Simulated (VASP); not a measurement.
# OsPdC4N4 (P-43m) in VASP: notebook

Runs on OsPdC4N4. Level: PBE. Tasks: single point.

Program: VASP 6.6.1. These are calculated values, not measurements. Logs are shortened: lines on timing, memory, paths and dates and some standing lists are left out, and cuts for length are marked.

## (1) The cell of the first run

Symmetry: P-43m, No. 215, cubic system. The conventional cell has a = 5.877 Å, b = 5.877 Å, c = 5.877 Å, α = 90.00°, β = 90.00°, γ = 90.00°. Within 2.7 Å of Pd (site symmetry -43m) lie 4 C at 2.00 Å. Within 2.5 Å of Os (site symmetry -43m) lie 4 N at 1.89 Å. C (site symmetry 3m) has 1 N at 1.20 Å within 1.6 Å. N (site symmetry 3m) has 1 C at 1.20 Å within 1.6 Å.

## (2) Single point, PBE

File INCAR:

```
PREC = Accurate
ENCUT = 520
EDIFF = 1E-6
ISMEAR = 0
SIGMA = 0.02
LREAL = F
LASPH = T
NELM = 100
ALGO = Normal
ISIF = 2
LWAVE = F
LCHARG = F
GGA = PE
NBANDS = 38
```

File KPOINTS:

```
regular mesh
0
Gamma
  6 6 6
```

File POSCAR:

```
OsPdC4N4
1.0
    5.8766030765      0.0000000000      0.0000000000
    0.0000000000      5.8766030765      0.0000000000
    0.0000000000      0.0000000000      5.8766030765
Pd Os C N
1 1 4 4
Direct
    0.0000000000      0.0000000000      0.0000000000
    0.5000000000      0.5000000000      0.5000000000
    0.1965289278      0.1965289278      0.1965289278
    0.1965289278      0.8034710722      0.8034710722
    0.8034710722      0.1965289278      0.8034710722
    0.8034710722      0.8034710722      0.1965289278
    0.3142332580      0.3142332580      0.3142332580
    0.3142332580      0.6857667420      0.6857667420
    0.6857667420      0.3142332580      0.6857667420
    0.6857667420      0.6857667420      0.3142332580
```

Potentials or basis: VASP PAW PBE potentials, release 64 (Pd, Os, C, N).

The run is started by

```
$ cat potpaw_PBE.64/Pd/POTCAR potpaw_PBE.64/Os/POTCAR potpaw_PBE.64/C/POTCAR potpaw_PBE.64/N/POTCAR > POTCAR
$ mpirun -np 1 vasp_std > vasp.out
```

OUTCAR:

```text
PREC = Accurate
   ENCUT = 520
   EDIFF = 1E-6
   ISMEAR = 0
   LREAL = F
   LASPH = T
   NELM = 100
   ISIF = 2
   GGA = PE

 ion  position               nearest neighbor table
   1  0.000  0.000  0.000-   3 2.00   4 2.00   5 2.00   6 2.00
   2  0.500  0.500  0.500-   7 1.89   8 1.89   9 1.89  10 1.89
   3  0.197  0.197  0.197-   7 1.20   1 2.00
   4  0.197  0.803  0.803-   8 1.20   1 2.00
   5  0.803  0.197  0.803-   9 1.20   1 2.00
   6  0.803  0.803  0.197-  10 1.20   1 2.00
   7  0.314  0.314  0.314-   3 1.20   2 1.89
   8  0.314  0.686  0.686-   4 1.20   2 1.89
   9  0.686  0.314  0.686-   5 1.20   2 1.89
  10  0.686  0.686  0.314-   6 1.20   2 1.89

  LATTYP: Found a simple cubic cell.
 ALAT       =     5.8766030765

  Lattice vectors:

 A1 = (   5.8766030765,   0.0000000000,   0.0000000000)
 A2 = (   0.0000000000,   5.8766030765,   0.0000000000)
 A3 = (   0.0000000000,   0.0000000000,   5.8766030765)

Analysis of symmetry for initial positions (statically):
=====================================================================
 Subroutine PRICEL returns:
 Original cell was already a primitive cell.

 Routine SETGRP: Setting up the symmetry group for a
 simple cubic supercell.

 Subroutine GETGRP returns: Found 24 space group operations
 (whereof 24 operations were pure point group operations)
 out of a pool of 48 trial point group operations.

The static configuration has the point symmetry T_d .

Analysis of symmetry for dynamics (positions and initial velocities):
=====================================================================
 Subroutine PRICEL returns:
 Original cell was already a primitive cell.

 Routine SETGRP: Setting up the symmetry group for a
 simple cubic supercell.

 Subroutine GETGRP returns: Found 24 space group operations
 (whereof 24 operations were pure point group operations)
 out of a pool of 48 trial point group operations.

The dynamic configuration has the point symmetry T_d .

 Subroutine INISYM returns: Found 24 space group operations
 (whereof 24 operations are pure point group operations),
 and found     1 'primitive' translations

----------------------------------------------------------------------------------------

                                     Primitive cell

  volume of cell :     202.9453

  direct lattice vectors                    reciprocal lattice vectors
     5.876603077  0.000000000  0.000000000     0.170166334  0.000000000  0.000000000
     0.000000000  5.876603077  0.000000000     0.000000000  0.170166334  0.000000000
     0.000000000  0.000000000  5.876603077     0.000000000  0.000000000  0.170166334

  length of vectors
     5.876603077  5.876603077  5.876603077     0.170166334  0.170166334  0.170166334

  position of ions in fractional coordinates (direct lattice)
     0.000000000  0.000000000  0.000000000
     0.500000000  0.500000000  0.500000000
     0.196528928  0.196528928  0.196528928
     0.196528928  0.803471072  0.803471072
     0.803471072  0.196528928  0.803471072
     0.803471072  0.803471072  0.196528928
     0.314233258  0.314233258  0.314233258
     0.314233258  0.685766742  0.685766742
     0.685766742  0.314233258  0.685766742
     0.685766742  0.685766742  0.314233258

  ion indices of the primitive-cell ions
   primitive index   ion index
                 1           1
                 2           2
                 3           3
                 4           4
                 5           5
                 6           6
                 7           7
                 8           8
                 9           9
                10          10

----------------------------------------------------------------------------------------

 KPOINTS: regular mesh

Automatic generation of k-mesh.
 Grid dimensions read from file:
 generate k-points for:    6    6    6

 Generating k-lattice:

  Cartesian coordinates                     Fractional coordinates (reciprocal lattice)
     0.028361056  0.000000000  0.000000000     0.166666667  0.000000000  0.000000000
     0.000000000  0.028361056  0.000000000     0.000000000  0.166666667  0.000000000
     0.000000000  0.000000000  0.028361056     0.000000000  0.000000000  0.166666667

  Length of vectors
     0.028361056  0.028361056  0.028361056

  Shift w.r.t. Gamma in fractional coordinates (k-lattice)
     0.000000000  0.000000000  0.000000000

 Subroutine IBZKPT returns following result:
 ===========================================

 Found     20 irreducible k-points:

 Following reciprocal coordinates:
            Coordinates               Weight
  0.000000  0.000000  0.000000      1.000000
  0.166667  0.000000  0.000000      6.000000
  0.333333  0.000000  0.000000      6.000000
  0.500000  0.000000  0.000000      3.000000
  0.166667  0.166667  0.000000     12.000000
  0.333333  0.166667  0.000000     24.000000
[... 12 lines left out ...]
  0.500000  0.500000  0.333333      6.000000
  0.500000  0.500000  0.500000      1.000000
   k-points           NKPTS =     20   k-points in BZ     NKDIM =     20   number of bands    NBANDS=     38
   number of dos      NEDOS =    301   number of ions     NIONS =     10
   total plane-waves  NPLWV = 110592
   dimension x,y,z NGX =    48 NGY =   48 NGZ =   48
   dimension x,y,z NGXF=    96 NGYF=   96 NGZF=   96
   ions per type =               1   1   4   4
   NGX,Y,Z   is equivalent  to a cutoff of  13.58, 13.58, 13.58 a.u.
   NGXF,Y,Z  is equivalent  to a cutoff of  27.16, 27.16, 27.16 a.u.
 SYSTEM =  unknown system
   PREC   = accura    normal or accurate (medium, high low for compatibility)
   ISTART =      0    job   : 0-new  1-cont  2-samecut
   ICHARG =      2    charge: 1-file 2-atom 10-const
   ISPIN  =      1    spin polarized calculation?
   LNONCOLLINEAR =      F non collinear calculations
   LSORBIT =      F    spin-orbit coupling
   LASPH  =      T    aspherical Exc in radial PAW
   ENCUT  =  520.0 eV  38.22 Ry    6.18 a.u.  10.93 10.93 10.93*2*pi/ulx,y,z
   NELM   =    100;   NELMIN=  2; NELMDL= -5     # of ELM steps
   EDIFF  = 0.1E-05   stopping-criterion for ELM
   LREAL  =      F    real-space projection
   EDIFFG = 0.1E-04   stopping-criterion for IOM
   NSW    =      0    number of steps for IOM
   IBRION =     -1    ionic relax: 0-MD 1-quasi-New 2-CG
   NFREE  =      0    steps in history (QN), initial steepest desc. (CG)
   ISIF   =      2    stress and relaxation
   ISYM   =      2    0-nonsym 1-usesym 2-fastsym
   POTIM  = 0.5000    time-step for ionic-motion
   TEBEG  =    0.0;   TEEND  =   0.0 temperature during run
   PSTRESS=    0.0 pullay stress
   NELECT =      54.0000    total number of electrons
   NUPDOWN=      -1.0000    fix difference up-down
   EMIN   =  10.00;   EMAX   =-10.00  energy-range for DOS
   EFERMI =   0.00;   METHOD = LEGACY
   ISMEAR =     0;   SIGMA  =   0.02  broadening in eV -4-tet -1-fermi 0-gaus
   EFERMI_NEDOS =   21; number of points for ismear=-14 and -15
   IALGO  =     38    algorithm
   IMIX   =      4    mixing-type and parameters
     AMIX     =   0.40;   BMIX     =  1.00
     AMIX_MAG =   1.60;   BMIX_MAG =  1.00
  volume/ion in A,a.u.               =      20.29       136.95
  Fermi-wavevector in a.u.,A,eV,Ry     =   1.052963  1.989811 15.085199  1.108731
  Thomas-Fermi vector in A             =   2.188066
   LORBIT       =      0    0 simple, 1 ext, 2 COOP (PROOUT), +10 PAW based schemes
   GGA     = PE    functional components
   LHFCALC =     F    Hartree Fock is set to
   AEXX    =    0.0000 exact exchange contribution
   IVDW    =     0    specifies the selected vdW correction
   LEPSILON=     F    determine dielectric tensor
   LRPA    =     F    only Hartree local field effects (RPA)
 non-spin polarized calculation
 Gauss-broadening in eV      SIGMA  =   0.02
  energy-cutoff  :      520.00
  volume of cell :      202.95
 maximum number of plane-waves:      5520
 NGX is ok and might be reduce to    48
   NGX = 21   NGY = 21   NGZ = 21

 number of electron      54.0000001 magnetization

 Free energy of the ion-electron system (eV)
  ---------------------------------------------------
  ext. energy  EPLUGINS =         0.00000000
  ---------------------------------------------------
  free energy    TOTEN  =       -78.56656151 eV

  energy without entropy =      -78.56656151  energy(sigma->0) =      -78.56656151

 E-fermi :   0.0951     XC(G=0):  -7.5517

 val. band max:       -0.0075996571   @ k =   0.5000   0.0000   0.0000
 cond. band min:       0.3572159173   @ k =   0.1667   0.1667   0.0000
 fundamental gap:      0.3648155743
 Fermi energy:         0.0950785054

 k-point     1 :       0.0000    0.0000    0.0000
  band No.  band energies     occupation
      1     -18.5260      2.00000
      2     -18.3339      2.00000
      3     -18.3339      2.00000
      4     -18.3339      2.00000
      5     -10.0424      2.00000
      6      -9.4135      2.00000
[... 30 lines left out ...]
     37       4.9141      0.00000
     38       5.0812      0.00000

 k-point     2 :       0.1667    0.0000    0.0000
  band No.  band energies     occupation
      1     -18.5196      2.00000
      2     -18.3404      2.00000
      3     -18.3339      2.00000
      4     -18.3339      2.00000
      5     -10.0272      2.00000
      6      -9.4364      2.00000
[... 30 lines left out ...]
     37       4.8959      0.00000
     38       5.0331      0.00000
[... 695 lines left out ...]
     37       5.1451      0.00000
     38       5.2260      0.00000

 k-point    20 :       0.5000    0.5000    0.5000
  band No.  band energies     occupation
      1     -18.4753      2.00000
      2     -18.3498      2.00000
      3     -18.3498      2.00000
      4     -18.3498      2.00000
      5     -10.0809      2.00000
      6      -9.4047      2.00000
[... 30 lines left out ...]
     37       5.2481      0.00000
     38       5.2481      0.00000

------------------------ aborting loop because EDIFF is reached ----------------------------------------

  FORCE on cell =-STRESS in cart. coord.  units (eV):
  Direction    XX          YY          ZZ          XY          YZ          ZX
  --------------------------------------------------------------------------------------
  -------------------------------------------------------------------------------------
  Total        0.7452994      0.7452994      0.7452994      0.0000000      0.0000000      0.0000000
  in kB        5.8838596      5.8838596      5.8838596      0.0000000      0.0000000      0.0000000
  external PRESSURE =       5.8838596 kB  Pullay stress =       0.0000000 kB

 VOLUME and BASIS-vectors are now :
 -----------------------------------------------------------------------------
  energy-cutoff  :      520.00
  volume of cell :      202.95
      direct lattice vectors                 reciprocal lattice vectors
     5.876603077  0.000000000  0.000000000     0.170166334  0.000000000  0.000000000
     0.000000000  5.876603077  0.000000000     0.000000000  0.170166334  0.000000000
     0.000000000  0.000000000  5.876603077     0.000000000  0.000000000  0.170166334

 POSITION                                       TOTAL-FORCE (eV/Angst)
 -----------------------------------------------------------------------------------
      0.00000      0.00000      0.00000         0.000000     -0.000000      0.000000
      2.93830      2.93830      2.93830         0.000000     -0.000000      0.000000
      1.15492      1.15492      1.15492        -0.123966     -0.123966     -0.123966
      1.15492      4.72168      4.72168        -0.123966      0.123966      0.123966
      4.72168      1.15492      4.72168         0.123966     -0.123966      0.123966
      4.72168      4.72168      1.15492         0.123966      0.123966     -0.123966
      1.84662      1.84662      1.84662        -0.012650     -0.012650     -0.012650
      1.84662      4.02998      4.02998        -0.012650      0.012650      0.012650
      4.02998      1.84662      4.02998         0.012650     -0.012650      0.012650
      4.02998      4.02998      1.84662         0.012650      0.012650     -0.012650
 -----------------------------------------------------------------------------------
    total drift:                                0.000000      0.000000      0.000000

  FREE ENERGIE OF THE ION-ELECTRON SYSTEM (eV)
  ---------------------------------------------------
  free  energy   TOTEN  =       -78.5665615061 eV

  energy  without entropy=      -78.5665615061  energy(sigma->0) =      -78.56656151
```

Wall time 2.1 min (1 thread of Intel Xeon Platinum 8559C (Emerald Rapids), shared host); peak memory 0.41 GiB.

What came out:

| Quantity | Value |
| --- | --- |
| Free energy | -78.5666 eV |
| Pressure | 0.6 GPa |
| Largest force | 0.215 eV/Å |
| Band gap on the k mesh | 0.36 eV (least direct gap 0.58 eV) |

Forces in eV/Å, atoms in the order of the input:
```
Pd   0.000  0.000  0.000
Os   0.000  0.000  0.000
C   -0.124 -0.124 -0.124
C   -0.124  0.124  0.124
C    0.124 -0.124  0.124
C    0.124  0.124 -0.124
N   -0.013 -0.013 -0.013
N   -0.013  0.013  0.013
N    0.013 -0.013  0.013
N    0.013  0.013 -0.013
```

Caveat: spin-orbit coupling is left out, which moves the levels of the heavy elements. A k mesh can miss the band edges.

(Part 1 of 2 ends here.)
